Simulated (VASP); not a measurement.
# Cd (R-3m) in VASP: a series of runs, part 2 of 2

VASP 6.6.1. The steps go on from the part before.

### 3 Single point, PBE

This run uses another cell than the first one: it holds 1 atom, not 2.

File INCAR:

```
ALGO     = Normal         # electronic algorithm
EDIFF    = 1E-6           # SCF threshold, eV
ENCUT    = 520            # plane-wave cutoff, eV
GGA      = PE             # functional
ISIF     = 2              # what is computed and relaxed
ISMEAR   = 0              # smearing method
LASPH    = True           # aspherical terms in the spheres
LCHARG   = False          # write CHGCAR
LREAL    = False          # projectors in reciprocal space
LWAVE    = False          # write WAVECAR
NBANDS   = 12             # bands
NELM     = 100            # most SCF steps
PREC     = Accurate       # precision mode
SIGMA    = 0.1            # smearing width, eV
```

File KPOINTS:

```
k-points
0
Gamma
  21 21 21
```

File POSCAR:

```
Cd
1.0
    2.4203129248      1.3973683187      1.1686559561
   -2.4203129248      1.3973683187      1.1686559561
    0.0000000000     -2.7947366373      1.1686559561
Cd
1
Direct
    0.5000000000      0.5000000000      0.5000000000
```

Potentials or basis: VASP PAW PBE potentials, release 64 (Cd).

Command:

```
$ cat potpaw_PBE.64/Cd/POTCAR > POTCAR
$ mpirun -np 1 vasp_std > vasp.out
```

OUTCAR:

```text
EDIFF = 1E-6
   ENCUT = 520
   GGA = PE
   ISIF = 2
   ISMEAR = 0
   LASPH = True
   LREAL = False
   NELM = 100
   PREC = Accurate

 ion  position               nearest neighbor table
   1  0.500  0.500  0.500-

  LATTYP: Found a trigonal (rhomboedric) cell.
 ALAT       =     3.0292424161
 COS(alpha) =    -0.2767473852

  Lattice vectors:

 A1 = (   2.4203129248,   1.3973683187,   1.1686559561)
 A2 = (  -2.4203129248,   1.3973683187,   1.1686559561)
 A3 = (   0.0000000000,  -2.7947366373,   1.1686559561)

Analysis of symmetry for initial positions (statically):
=====================================================================
 Subroutine PRICEL returns:
 Original cell was already a primitive cell.

 Routine SETGRP: Setting up the symmetry group for a
 trigonal (rhombohedral) supercell.

 Subroutine GETGRP returns: Found 12 space group operations
 (whereof 12 operations were pure point group operations)
 out of a pool of 12 trial point group operations.

The static configuration has the point symmetry D_3d.

Analysis of symmetry for dynamics (positions and initial velocities):
=====================================================================
 Subroutine PRICEL returns:
 Original cell was already a primitive cell.

 Routine SETGRP: Setting up the symmetry group for a
 trigonal (rhombohedral) supercell.

 Subroutine GETGRP returns: Found 12 space group operations
 (whereof 12 operations were pure point group operations)
 out of a pool of 12 trial point group operations.

The dynamic configuration has the point symmetry D_3d.

 Subroutine INISYM returns: Found 12 space group operations
 (whereof 12 operations are pure point group operations),
 and found     1 'primitive' translations

----------------------------------------------------------------------------------------

                                     Primitive cell

  volume of cell :      23.7148

  direct lattice vectors                    reciprocal lattice vectors
     2.420312925  1.397368319  1.168655956     0.206584857  0.119271823  0.285227942
    -2.420312925  1.397368319  1.168655956    -0.206584857  0.119271823  0.285227942
     0.000000000 -2.794736637  1.168655956     0.000000000 -0.238543646  0.285227942

  length of vectors
     3.029242416  3.029242416  3.029242416     0.371830674  0.371830674  0.371830674

  position of ions in fractional coordinates (direct lattice)
     0.500000000  0.500000000  0.500000000

  ion indices of the primitive-cell ions
   primitive index   ion index
                 1           1

----------------------------------------------------------------------------------------

 KPOINTS: k-points

Automatic generation of k-mesh.
 Grid dimensions read from file:
 generate k-points for:   21   21   21

 Generating k-lattice:

  Cartesian coordinates                     Fractional coordinates (reciprocal lattice)
     0.009837374  0.005679611  0.013582283     0.047619048  0.000000000  0.000000000
    -0.009837374  0.005679611  0.013582283     0.000000000  0.047619048  0.000000000
     0.000000000 -0.011359221  0.013582283     0.000000000  0.000000000  0.047619048

  Length of vectors
     0.017706223  0.017706223  0.017706223

  Shift w.r.t. Gamma in fractional coordinates (k-lattice)
     0.000000000  0.000000000  0.000000000

 Subroutine IBZKPT returns following result:
 ===========================================

 Found    891 irreducible k-points:

 Following reciprocal coordinates:
            Coordinates               Weight
  0.000000  0.000000  0.000000      1.000000
  0.047619  0.000000 -0.000000      6.000000
  0.095238 -0.000000  0.000000      6.000000
  0.142857 -0.000000 -0.000000      6.000000
  0.190476 -0.000000  0.000000      6.000000
  0.238095  0.000000 -0.000000      6.000000
[... 16 lines left out ...]
 -0.428571  0.047619  0.000000     12.000000
 -0.380952  0.047619  0.000000     12.000000
 [... further k-points ...]
   k-points           NKPTS =    891   k-points in BZ     NKDIM =    891   number of bands    NBANDS=     12
   number of dos      NEDOS =    301   number of ions     NIONS =      1
   total plane-waves  NPLWV =  13824
   dimension x,y,z NGX =    24 NGY =   24 NGZ =   24
   dimension x,y,z NGXF=    48 NGYF=   48 NGZF=   48
   ions per type =               1
   NGX,Y,Z   is equivalent  to a cutoff of  13.17, 13.17, 13.17 a.u.
   NGXF,Y,Z  is equivalent  to a cutoff of  26.34, 26.34, 26.34 a.u.
 SYSTEM =  unknown system
   PREC   = accura    normal or accurate (medium, high low for compatibility)
   ISTART =      0    job   : 0-new  1-cont  2-samecut
   ICHARG =      2    charge: 1-file 2-atom 10-const
   ISPIN  =      1    spin polarized calculation?
   LNONCOLLINEAR =      F non collinear calculations
   LSORBIT =      F    spin-orbit coupling
   LASPH  =      T    aspherical Exc in radial PAW
   ENCUT  =  520.0 eV  38.22 Ry    6.18 a.u.   5.63  5.63  5.63*2*pi/ulx,y,z
   NELM   =    100;   NELMIN=  2; NELMDL= -5     # of ELM steps
   EDIFF  = 0.1E-05   stopping-criterion for ELM
   LREAL  =      F    real-space projection
   EDIFFG = 0.1E-04   stopping-criterion for IOM
   NSW    =      0    number of steps for IOM
   IBRION =     -1    ionic relax: 0-MD 1-quasi-New 2-CG
   NFREE  =      0    steps in history (QN), initial steepest desc. (CG)
   ISIF   =      2    stress and relaxation
   ISYM   =      2    0-nonsym 1-usesym 2-fastsym
   POTIM  = 0.5000    time-step for ionic-motion
   TEBEG  =    0.0;   TEEND  =   0.0 temperature during run
   PSTRESS=    0.0 pullay stress
   NELECT =      12.0000    total number of electrons
   NUPDOWN=      -1.0000    fix difference up-down
   EMIN   =  10.00;   EMAX   =-10.00  energy-range for DOS
   EFERMI =   0.00;   METHOD = LEGACY
   ISMEAR =     0;   SIGMA  =   0.10  broadening in eV -4-tet -1-fermi 0-gaus
   EFERMI_NEDOS =   21; number of points for ismear=-14 and -15
   IALGO  =     38    algorithm
   IMIX   =      4    mixing-type and parameters
     AMIX     =   0.40;   BMIX     =  1.00
     AMIX_MAG =   1.60;   BMIX_MAG =  1.00
  volume/ion in A,a.u.               =      23.71       160.04
  Fermi-wavevector in a.u.,A,eV,Ry     =   1.304553  2.465248 23.155199  1.701859
  Thomas-Fermi vector in A             =   2.435481
   LORBIT       =      0    0 simple, 1 ext, 2 COOP (PROOUT), +10 PAW based schemes
   GGA     = PE    functional components
   LHFCALC =     F    Hartree Fock is set to
   AEXX    =    0.0000 exact exchange contribution
   IVDW    =     0    specifies the selected vdW correction
   LEPSILON=     F    determine dielectric tensor
   LRPA    =     F    only Hartree local field effects (RPA)
 non-spin polarized calculation
 Gauss-broadening in eV      SIGMA  =   0.10
  energy-cutoff  :      520.00
  volume of cell :       23.71
 maximum number of plane-waves:       652
   NGX = 11   NGY = 11   NGZ = 11

 number of electron      12.0000005 magnetization

 Free energy of the ion-electron system (eV)
  ---------------------------------------------------
  ext. energy  EPLUGINS =         0.00000000
  ---------------------------------------------------
  free energy    TOTEN  =        -0.69505920 eV

  energy without entropy =       -0.69377321  energy(sigma->0) =       -0.69441620

 E-fermi :   2.2949     XC(G=0): -10.5401

 val. band max:        2.2898557367   @ k =   0.3810   0.3810   0.0000
 cond. band min:       2.3018903791   @ k =  -0.4762  -0.4762   0.1905
 fundamental gap:      0.0120346424
 Fermi energy:         2.2949086033

 k-point     1 :       0.0000    0.0000    0.0000
  band No.  band energies     occupation
      1      -7.0145      2.00000
      2      -7.0145      2.00000
      3      -6.4733      2.00000
      4      -6.1525      2.00000
      5      -6.1525      2.00000
      6      -5.8935      2.00000
      7      15.2521      0.00000
      8      15.3410      0.00000
      9      15.3410      0.00000
     10      18.7470      0.00000
     11      18.7470      0.00000
     12      19.4993      0.00000
[... 331 lines left out ...]
 k-point    24 :      -0.3810    0.0476    0.0000
  band No.  band energies     occupation
      1      -7.1292      2.00000
      2      -7.0302      2.00000
      3      -6.1976      2.00000
      4      -6.1717      2.00000
      5      -6.0794      2.00000
      6      -2.5736      2.00000
      7       4.0341      0.00000
      8      12.7567      0.00000
      9      13.1791      0.00000
     10      16.4796      0.00000
     11      17.0160      0.00000
     12      22.7780      0.00000

 [... further k-points ...]

------------------------ aborting loop because EDIFF is reached ----------------------------------------

  FORCE on cell =-STRESS in cart. coord.  units (eV):
  Direction    XX          YY          ZZ          XY          YZ          ZX
  --------------------------------------------------------------------------------------
  -------------------------------------------------------------------------------------
  Total        0.0377797      0.0377797      0.0200971     -0.0000000      0.0000000      0.0000000
  in kB        2.5524033      2.5524033      1.3577619     -0.0000000      0.0000000      0.0000000
  external PRESSURE =       2.1541895 kB  Pullay stress =       0.0000000 kB

 VOLUME and BASIS-vectors are now :
 -----------------------------------------------------------------------------
  energy-cutoff  :      520.00
  volume of cell :       23.71
      direct lattice vectors                 reciprocal lattice vectors
     2.420312925  1.397368319  1.168655956     0.206584857  0.119271823  0.285227942
    -2.420312925  1.397368319  1.168655956    -0.206584857  0.119271823  0.285227942
     0.000000000 -2.794736637  1.168655956     0.000000000 -0.238543646  0.285227942

 POSITION                                       TOTAL-FORCE (eV/Angst)
 -----------------------------------------------------------------------------------
      0.00000      0.00000      1.75298         0.000000     -0.000000     -0.000000
 -----------------------------------------------------------------------------------
    total drift:                                0.000000      0.000000     -0.000000

  FREE ENERGIE OF THE ION-ELECTRON SYSTEM (eV)
  ---------------------------------------------------
  free  energy   TOTEN  =        -0.6950591960 eV

  energy  without entropy=       -0.6937732113  energy(sigma->0) =       -0.69441620
```

Run time: 62 s. Hardware: 1 thread of Intel Xeon Platinum 8488C (Sapphire Rapids), shared host; peak memory 0.34 GiB.

Results:

- Free energy: -0.6951 eV
- Pressure: 0.2 GPa
- Band gap on the k mesh: zero (band 6 reaches 5.39 eV, above the bottom of band 7 at 0.54 eV)

### 4 Relaxation of cell and atoms, PBE

This run uses another cell than the first one: it holds 1 atom, not 2.

File INCAR:

```
SYSTEM = Cd
PREC = Accurate
ENCUT = 600
EDIFF = 1E-6
ISMEAR = 0
SIGMA = 0.1
LREAL = .FALSE.
LASPH = .TRUE.
NELM = 100
ALGO = Normal
ISIF = 3
LWAVE = .FALSE.
LCHARG = .FALSE.
GGA = PE
IBRION = 2
NSW = 100
EDIFFG = -0.01
```

File KPOINTS:

```
Automatic mesh
0
G
  21 21 21
  0 0 0
```

File POSCAR:

```
Cd
1.0
    2.4391255711      1.4082298051      1.1436589878
   -2.4391255711      1.4082298051      1.1436589878
    0.0000000000     -2.8164596102      1.1436589878
Cd
1
Direct
    0.5000000000      0.5000000000      0.5000000000
```

Command:

```
$ cat potpaw_PBE.64/Cd/POTCAR > POTCAR
$ mpirun -np 1 vasp_std > vasp.out
```

Wall time 84 s (1 thread of Intel Xeon Platinum 8488C (Sapphire Rapids), shared host); peak memory 0.37 GiB.

Results (log left out):

| Property | Result |
| --- | --- |
| Free energy | -0.6945 eV |
| Relaxed volume | 23.64 Å³/atom |
| Relaxed cell | a = 3.043 Å, b = 3.043 Å, c = 3.043 Å, α = 106.72°, β = 106.72°, γ = 106.72° |
| Space group after relaxing (to 0.05 Å) | R-3m (No. 166) |
| Energy gained by relaxing | 0.0 meV/atom |
| Ionic steps | 2 |
| Pressure after relaxing | 0.0 GPa |
| Band gap on the k mesh | zero (band 6 reaches 5.41 eV, above the bottom of band 7 at 0.66 eV) |

Final structure:
```
Cd
1.0
     2.44157    1.40964    1.14466
    -2.44157    1.40964    1.14466
     0.00000   -2.81928    1.14466
Cd
1
Direct
  0.50000 0.50000 0.50000
```

Levels at points of the mesh, in eV from the Fermi level:
```csv
k point,band 4,band 5,band 6,band 7,band 8,band 9
"(0.00, 0.00, 0.00)",-8.47,-8.47,-8.23,13.33,13.38,13.38
```

### 5 Single point, PBE

This run uses another cell than the first one: it holds 1 atom, not 2.

File INCAR:

```
PREC = Accurate
ENCUT = 520
EDIFF = 1E-6
ISMEAR = 0
SIGMA = 0.1
LREAL = False
LASPH = True
NELM = 100
ALGO = Normal
ISIF = 2
LWAVE = False
LCHARG = True
GGA = PE
LELF = True
LVHAR = True
NBANDS = 12
```

File KPOINTS:

```
Automatic mesh
0
Gamma
  18 18 18
```

POSCAR is that of step 4.

Command:

```
$ cat potpaw_PBE.64/Cd/POTCAR > POTCAR
$ mpirun -np 1 vasp_std > vasp.out
```

Run time: 58 s. Hardware: 1 thread of Intel Xeon Platinum 8259CL at 2.50GHz (Skylake/Cascade Lake), shared host; peak memory 0.26 GiB.

Results (log left out):

| Property | Result |
| --- | --- |
| Free energy | -0.6954 eV |
| Pressure | 0.2 GPa |
| Band gap on the k mesh | zero (band 6 reaches 5.56 eV, above the bottom of band 7 at 0.62 eV) |

Stress tensor (GPa, compression positive):
```
0.28 0.00 0.00
0.00 0.28 0.00
0.00 0.00 0.17
```

Levels at points of the mesh, in eV from the Fermi level:
| k point | band 4 | band 5 | band 6 | band 7 | band 8 | band 9 |
| --- | --- | --- | --- | --- | --- | --- |
| (0.00, 0.00, 0.00) | -8.47 | -8.47 | -8.25 | 13.36 | 13.40 | 13.40 |
| (0.50, 0.00, 0.00) | -8.46 | -8.24 | -2.15 | -1.73 | 9.81 | 10.30 |
| (0.50, 0.50, 0.00) | -8.54 | -8.05 | -1.43 | -0.16 | 6.78 | 10.88 |
| (0.50, 0.50, 0.50) | -8.10 | -8.10 | 3.21 | 3.21 | 4.04 | 5.35 |

### 6 Summary

| task | cell | k mesh | cutoff (eV) | gap on the mesh (eV) | pressure (GPa) |
| --- | --- | --- | --- | --- | --- |
| single point | a = 5.069 Å, angles 39.2°, 2 atoms | 6 × 6 × 6 | 520 | none | 0.3 |
| single point | a = 3.029 Å, angles 106.1°, 1 atom | 21 × 21 × 21 | 520 | none | 0.2 |
| relaxation of cell and atoms | relaxed from a = 3.040 Å, angles 106.7°, 1 atom | 21 × 21 × 21 | 600 | none | 0.0 |
| single point | a = 3.040 Å, angles 106.7°, 1 atom | 18 × 18 × 18 | 520 | none | 0.2 |

Alike in all rows: level PBE; potentials or basis VASP PAW PBE potentials, release 64 (Cd); no spin polarisation; smearing gaussian 0.1 eV.

Caveats: some runs use coarse meshes.

Total energies depend on the potentials used, so only differences within one code and one set of settings carry meaning.
